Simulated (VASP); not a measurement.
Wanted: the native input for a VASP 6.6.1 run.

| Quantity | Value |
| --- | --- |
| Task | single point |
| Functional | HSE06 |
| Potentials or basis | VASP PAW PBE potentials, release 64 (Mg, O) |
| Cutoff | 520 eV |
| k mesh | 6 × 6 × 4 |
| Occupations | gaussian, width 0.01 eV |
| Spin | no spin polarisation |
| Dipole correction | no |
| Grid for exact exchange (PRECFOCK) | Normal |
| Further INCAR settings | ALGO = Normal; EDIFF = 1e-06; NBANDS = 16 |
| Share of exact exchange | 0.25 |
| Screening parameter | 0.2079 1/Å |

The system is MgO.

```
Mg O
1.0
     3.48408    0.00000    0.00000
    -1.74204    3.01730    0.00000
     0.00000    0.00000    4.08403
Mg O
2 2
Cartesian
  1.7420 1.0058 3.0630
  0.0000 2.0115 1.0210
  1.7420 1.0058 1.0210
  0.0000 2.0115 3.0630
```

This cell differs from its parent crystal: uniaxial z strain -2.4%.

These files were run (other wordings do the same):

POSCAR

```
MgO
1.0
    3.4840796175      0.0000000000      0.0000000000
   -1.7420398087      3.0173014576      0.0000000000
    0.0000000000      0.0000000000      4.0840324655
Mg O
2 2
Direct
    0.6666666667      0.3333333333      0.7500000000
    0.3333333333      0.6666666667      0.2500000000
    0.6666666667      0.3333333333      0.2500000000
    0.3333333333      0.6666666667      0.7500000000
```

INCAR.step1

```
SYSTEM = MgO
ALGO = Normal ; EDIFF = 1E-5
ENCUT = 520 ; GGA = PE
ISIF = 2 ; ISMEAR = 0
LASPH = .TRUE. ; LCHARG = .FALSE.
LREAL = .FALSE. ; LWAVE = .TRUE.
NBANDS = 16 ; NELM = 80
PREC = Accurate ; SIGMA = 0.01
```

INCAR.step2

```
SYSTEM = MgO
ALGO = Normal ; EDIFF = 1E-6
ENCUT = 520 ; GGA = PE
HFSCREEN = 0.2079 ; ISIF = 2
ISMEAR = 0 ; ISTART = 1
LASPH = .TRUE. ; LCHARG = .FALSE.
LHFCALC = .TRUE. ; LREAL = .FALSE.
LWAVE = .FALSE. ; NBANDS = 16
NELM = 80 ; PREC = Accurate
PRECFOCK = Normal ; SIGMA = 0.01
```

KPOINTS

```
k-points
0
G
  6 6 4
  0 0 0
```

Potentials or basis: VASP PAW PBE potentials, release 64 (Mg, O).

Launch:

```bash
$ cat potpaw_PBE.64/Mg/POTCAR potpaw_PBE.64/O/POTCAR > POTCAR
$ cp INCAR.step1 INCAR
$ mpirun -np 1 vasp_std > vasp.out
$ cp INCAR.step2 INCAR
$ mpirun -np 1 vasp_std > vasp.out
```

It gave:

The pressure is 3.7 GPa and the band gap on the k mesh is 5.19 eV.

Caveat: the cell differs from its parent crystal (uniaxial z strain -2.4%); the stress differs along the axes, from 2 to 7 GPa; the PAW data sets were made with another functional, which shifts forces and pressure a little.

Run time: 34 min on 1 thread of Intel(R) Xeon(R) Platinum 8259CL CPU @ 2.50GHz (Skylake/Cascade Lake), with other jobs on the host, peak memory 0.28 GiB.
